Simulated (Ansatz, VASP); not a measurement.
CaSe in VASP and in Ansatz

```
Ca Se
1.0
     0.00000    2.89518    2.89518
     2.89518    0.00000    2.89518
     2.89518    2.89518    0.00000
Ca Se
1 1
Direct
  0.00000 0.00000 0.00000
  0.50000 0.50000 0.50000
```

Alike in both runs: functional LDA; k mesh 8 × 8 × 8; occupations gaussian, width 0.02 eV; no spin polarisation.

Ansatz relaxed the structure, and its values are those at the end. VASP's run is a single point on that final structure, the one shown.

```csv
,VASP,Ansatz
version,VASP 6.6.1,Ansatz 0.2.0
potentials or method,"VASP PAW LDA potentials, release 64 (Ca_sv, Se), cutoff 500 eV","scalar-relativistic, plane waves, PAW"
valence electrons in the cell,16,26
```

```csv
,VASP,Ansatz,Ansatz less VASP
gap on the k mesh at the Fermi level (eV),1.70,1.71,+0.018
least direct gap on the mesh (eV),2.70,2.71,+0.016
pressure (GPa),0.3,0.0,-0.32
```

Ansatz warns that its potentials were made for another functional, while VASP's fit it. LDA's correlation is that of Perdew and Zunger in VASP and of Perdew and Wang (1992) in Ansatz. VASP's potentials hold 16 valence electrons a cell and Ansatz's 26, so a difference there can come from the potentials and not from the codes.
